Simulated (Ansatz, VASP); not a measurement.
**B: VASP beside Ansatz**

```xyz
8
Lattice="3.2305 0.1128 -0.1761 -1.3771 3.9924 -0.1138 -0.3849 -1.2017 5.2428" Properties=species:S:1:pos:R:3 pbc="T T T"
B     0.0107    1.1570    0.6641
B     1.6176    1.4131    0.4586
B     0.8418    2.3225    1.7092
B    -0.7648    2.0617    1.9180
B     1.9128    0.4124    4.0684
B     0.3246   -0.4980    4.3992
B     0.1444    2.7711    3.2193
B     1.7867    1.9742    3.3745
```

Change from the starting cell: the structure that the rattled cell fell into.

Alike in both runs: functional PBE; k mesh 6 × 4 × 4; occupations gaussian, width 0.1 eV; no spin polarisation.

Ansatz relaxed the structure, and its values are those at the end. VASP's run is a single point on that final structure, the one shown.

|  | VASP | Ansatz |
| --- | --- | --- |
| version | VASP 6.6.1 | Ansatz 0.2.0 |
| potentials or method | VASP PAW PBE potentials, release 64 (B), cutoff 520 eV | scalar-relativistic, plane waves, PAW |
| valence electrons in the cell | 24 | 24 |

VASP gave:

| Property | Result |
| --- | --- |
| gap on the k mesh at the Fermi level (eV) | none |
| pressure (GPa) | 0.0 |
| rms of the force components (eV/Å) | 0.011 |

Estimate Ansatz's values.

gap on the k mesh at the Fermi level (eV): none; pressure (GPa): 0.0; rms of the force components (eV/Å): 0.012.

A gap of «none» marks a metal or a gap that the smearing closes.

The k mesh is coarse, so the values compare programs but aren't converged.
